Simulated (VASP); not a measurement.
Wanted: the native input for a VASP 6.6.1 run.

```
Task                   : single point
Functional             : PBE
Potentials or basis    : VASP PAW PBE potentials, release 64 (In_d)
Cutoff                 : 520 eV
k mesh                 : 20 × 20 × 20
Occupations            : gaussian, width 0.15 eV
Spin                   : no spin polarisation
Dipole correction      : no
Further INCAR settings : ALGO = Fast; EDIFF = 1e-06; NBANDS = 12
```

The structure of In lies in POSCAR:

```
In
1.0
   -1.6200519375      1.6200519375      2.4739500000
    1.6200519375     -1.6200519375      2.4739500000
    1.6322480625      1.6322480625     -2.4739500000
In
1
Direct
    0.0000000000      0.0000000000      0.0000000000
```

This cell differs from its parent crystal: strain +0.0075 x Voigt [0, 0, 0, 0, 0, 1].

One way to write it, as run:

INCAR

```
SYSTEM = In
ALGO = Fast
EDIFF = 1E-6
ENCUT = 520
GGA = PE
ISIF = 2
ISMEAR = 0
LASPH = .TRUE.
LCHARG = .FALSE.
LREAL = .FALSE.
LWAVE = .FALSE.
NBANDS = 12
NELM = 100
PREC = Accurate
SIGMA = 0.15
```

KPOINTS

```
k-points
0
G
  20 20 20
  0 0 0
```

Potentials or basis: VASP PAW PBE potentials, release 64 (In_d).

Launch:

```bash
$ cat potpaw_PBE.64/In_d/POTCAR > POTCAR
$ mpirun -np 1 vasp_std > vasp.out
```

It gave:

| Quantity | Value |
| --- | --- |
| Pressure | 1.9 GPa |
| Band gap on the k mesh | zero (an odd number of electrons rules out a gap without spin polarisation) |

Caveat: the cell differs from its parent crystal (strain +0.0075 x Voigt [0, 0, 0, 0, 0, 1]); spin-orbit coupling is left out, which moves the levels of the heavy elements.

Run time: 3.2 min on 1 thread of Intel(R) Xeon(R) 6975P-C (Granite Rapids), on a shared host, peak memory 0.45 GiB.
